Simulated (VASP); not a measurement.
Input of a VASP 6.6.1 run:

INCAR

```
PREC = Accurate ; ENCUT = 520
EDIFF = 1E-7 ; ISMEAR = 0
SIGMA = 0.1 ; LREAL = F
LASPH = T ; NELM = 100
ALGO = Normal ; ISIF = 2
LWAVE = F ; LCHARG = F
GGA = PE ; NBANDS = 26
```

File KPOINTS:

```
regular mesh
0
Gamma
  10 10 10
```

POSCAR

```
NaBe6Hg
1.0
    0.0000000000      3.6151827190      3.6151827190
    3.6151827190      0.0000000000      3.6151827190
    3.6151827190      3.6151827190      0.0000000000
Na Be Hg
1 6 1
Direct
    0.0000000000      0.0000000000      0.0000000000
    0.5000000000      0.0000000000      0.0000000000
    0.0000000000      0.5000000000      0.5000000000
    0.0000000000      0.5000000000      0.0000000000
    0.5000000000      0.0000000000      0.5000000000
    0.0000000000      0.0000000000      0.5000000000
    0.5000000000      0.5000000000      0.0000000000
    0.5000000000      0.5000000000      0.5000000000
```

Potentials or basis: VASP PAW PBE potentials, release 64 (Na_pv, Be, Hg).

The run is started by

```console
$ cat potpaw_PBE.64/Na_pv/POTCAR potpaw_PBE.64/Be/POTCAR potpaw_PBE.64/Hg/POTCAR > POTCAR
$ mpirun -np 1 vasp_std > vasp.out
```

**Question.** What does it give for the band gap on the k mesh?

**Answer.** Zero (an odd number of electrons rules out a gap without spin polarisation).

**Question.** Predict the pressure.

**Answer.** 0.2 GPa.

Caveat: spin-orbit coupling is left out, which moves the levels of the heavy elements.
